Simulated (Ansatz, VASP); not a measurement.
BP in VASP and in Ansatz

Contents of POSCAR:

```
BP
1.0
    0.0000000000      2.0137375000      2.2690000000
    2.0137375000      0.0000000000      2.2690000000
    2.0137375000      2.0137375000      0.0000000000
B P
1 1
Direct
    0.0000000000      0.0000000000      0.0000000000
    0.7500000000      0.7500000000      0.7500000000
```

Contents of INCAR.step1:

```
SYSTEM = BP
  PREC = Accurate
  ENCUT = 520
  ISMEAR = 0
  SIGMA = 0.05
  LREAL = .False.
  LASPH = .True.
  NELM = 100
  NBANDS = 11
  GGA = PE
  ALGO = Normal
  EDIFF = 1E-4
  LWAVE = .True.
  LCHARG = .False.
```

INCAR.step2

```
SYSTEM = BP
  PREC = Accurate
  ENCUT = 520
  EDIFF = 1E-6
  ISMEAR = 0
  SIGMA = 0.05
  LREAL = .False.
  LASPH = .True.
  NELM = 100
  ALGO = Normal
  ISIF = 2
  LWAVE = .False.
  LCHARG = .True.
  METAGGA = R2SCAN
  LMIXTAU = .True.
  LELF = .True.
  LVHAR = .True.
  NBANDS = 11
  ISTART = 1
```

The input KPOINTS:

```
Automatic mesh
0
Gamma
  10 10 10
  0 0 0
```

Input for Ansatz:

```yaml
crystal:
  lattice:
    - [0.0, 2.0137375, 2.269]
    - [2.0137375, 0.0, 2.269]
    - [2.0137375, 2.0137375, 0.0]
  atoms:
    - { symbol: B, position: [0.0, 0.0, 0.0] }
    - { symbol: P, position: [0.75, 0.75, 0.75] }
basis:
  ecutwfc: 500
kpoints:
  mp_grid: { grid: [10, 10, 10] }
hamiltonian:
  xc: r2scan
scf:
  occupations: { method: gaussian, width: 0.05 }
output:
  forces: true
  stress: true
  eigenvalues: true
```

Change from the starting cell: strain -0.1125 x Voigt [1, 1, 0, 0, 0, 0], atoms carried along.

Alike in both runs: task single point; functional r2SCAN; k mesh 10 × 10 × 10; occupations gaussian, width 0.05 eV; no spin polarisation.

|  | VASP | Ansatz |
| --- | --- | --- |
| version | VASP 6.6.1 | Ansatz 0.2.0 |
| potentials or method | VASP PAW PBE potentials, release 64 (B, P), cutoff 520 eV | scalar-relativistic, plane waves, PAW |
| valence electrons in the cell | 8 | 8 |

Ansatz gave:

| Item | Value |
| --- | --- |
| gap on the k mesh at the Fermi level (eV) | 0.04 |
| least direct gap on the mesh (eV) | 3.48 |
| pressure (GPa) | 61.5 |
| traceless stress, the component that is largest in VASP (GPa) | -31.95 |

What did VASP give for the same quantities?

gap on the k mesh at the Fermi level (eV): 0.07; least direct gap on the mesh (eV): 3.52; pressure (GPa): 60.6; traceless stress, the component that is largest in VASP (GPa): -32.17.

VASP's potentials were made for PBE, not for r2SCAN. Both programs put the cell under a high pressure, so it lies far from rest at this level.

Noted on VASP's run: the cell as given lies far from equilibrium.
